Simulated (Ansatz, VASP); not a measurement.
# TiSi: VASP beside Ansatz

INCAR

```
ALGO     = Normal         # electronic algorithm
EDIFF    = 1E-7           # SCF threshold, eV
ENCUT    = 520            # plane-wave cutoff, eV
GGA      = PS             # functional
ISIF     = 2              # what is computed and relaxed
ISMEAR   = 0              # smearing method
LASPH    = T              # aspherical terms in the spheres
LCHARG   = F              # write CHGCAR
LREAL    = F              # projectors in reciprocal space
LWAVE    = F              # write WAVECAR
NBANDS   = 15             # bands
NELM     = 100            # most SCF steps
PREC     = Accurate       # precision mode
SIGMA    = 0.15           # smearing width, eV
```

Contents of KPOINTS:

```
k-points
0
Gamma
  18 18 12
```

The input POSCAR:

```
TiSi
1.0
    1.8706633400     -2.1811527200      0.0000000000
    1.8706633400      2.1811527200      0.0000000000
    0.0000000000      0.0000000000      3.8039340000
Ti Si
1 1
Direct
    0.5000000000      0.5000000000      0.0000000000
    0.0000000000      0.0000000000      0.5000000000
```

Input for Ansatz:

```yaml
crystal:
  lattice:
    - [1.87066334, -2.18115272, 0.0]
    - [1.87066334, 2.18115272, 0.0]
    - [0.0, 0.0, 3.803934]
  atoms:
    - { symbol: Ti, position: [0.5, 0.5, 0.0] }
    - { symbol: Si, position: [0.0, 0.0, 0.5] }
basis:
  ecutwfc: 420
kpoints:
  mp_grid: { grid: [18, 18, 12] }
hamiltonian:
  xc: pbesol
scf:
  occupations: { method: gaussian, width: 0.15 }
output:
  forces: true
  stress: true
  eigenvalues: true
```

Change from the starting cell: strain +0.030 along x and y, +0.000 along z, atoms carried along.

Alike in both runs: task single point; functional PBEsol; k mesh 18 × 18 × 12; occupations gaussian, width 0.15 eV; no spin polarisation.

|  | VASP | Ansatz |
| --- | --- | --- |
| version | VASP 6.6.1 | Ansatz 0.2.0 |
| potentials or method | VASP PAW PBE potentials, release 64 (Ti_sv, Si), cutoff 520 eV | scalar-relativistic, plane waves, PAW |
| valence electrons in the cell | 16 | 16 |

```csv
,VASP,Ansatz,Ansatz less VASP
gap on the k mesh at the Fermi level (eV),none,none,-
pressure (GPa),-10.5,-10.5,-0.06
"traceless stress, the component that is largest in VASP (GPa)",-1.54,-1.56,-0.016
```

VASP's potentials were made for PBE, not for PBEsol. A gap of «none» marks a metal or a gap that the smearing closes. With one functional, cell and mesh, what is left measures potentials, basis and numerics.
